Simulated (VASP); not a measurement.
**Sb: single point with PBEsol**

Sb, a sheet with vacuum:

```
Sb
1.0
     3.13334    0.00000    0.00000
     0.00000    3.13334    0.00000
     0.00000    0.00000   31.36000
Sb
2
Cartesian
  0.0000 0.0000 7.5894
  0.0000 0.0000 10.4106
```

```json
{
  "Program": "VASP 6.6.1",
  "Task": "single point",
  "Functional": "PBEsol",
  "Potentials or basis": "VASP PAW PBE potentials, release 64 (Sb)",
  "Cutoff": "520 eV",
  "k mesh": "9 × 9 × 1",
  "Occupations": "fermi-dirac, width 0.05 eV",
  "Spin": "no spin polarisation",
  "Dipole correction": "no",
  "Further INCAR settings": "ALGO = Normal; EDIFF = 1e-06; NBANDS = 12"
}
```

| Quantity | Value |
| --- | --- |
| Largest force | 0.158 eV/Å |
| Band gap on the k mesh | zero (bands 5 and 6 overlap by 4.76 eV) |

Forces on the atoms (eV/Å):
```
Sb   0.000  0.000  0.158
Sb   0.000  0.000 -0.158
```

Levels at points of the mesh, in eV from the Fermi level:
| k point | band 3 | band 4 | band 5 | band 6 | band 7 | band 8 |
| --- | --- | --- | --- | --- | --- | --- |
| (0.00, 0.00, 0.00) | -4.20 | 0.05 | 3.12 | 3.12 | 3.32 | 3.76 |

Wall time 120 s on 1 thread of Intel Xeon 8259CL, on a shared host, peak memory 0.37 GiB.

Caveat: the PAW data sets were made with another functional, which shifts forces and pressure a little; spin-orbit coupling is left out, which moves the levels of the heavy elements.
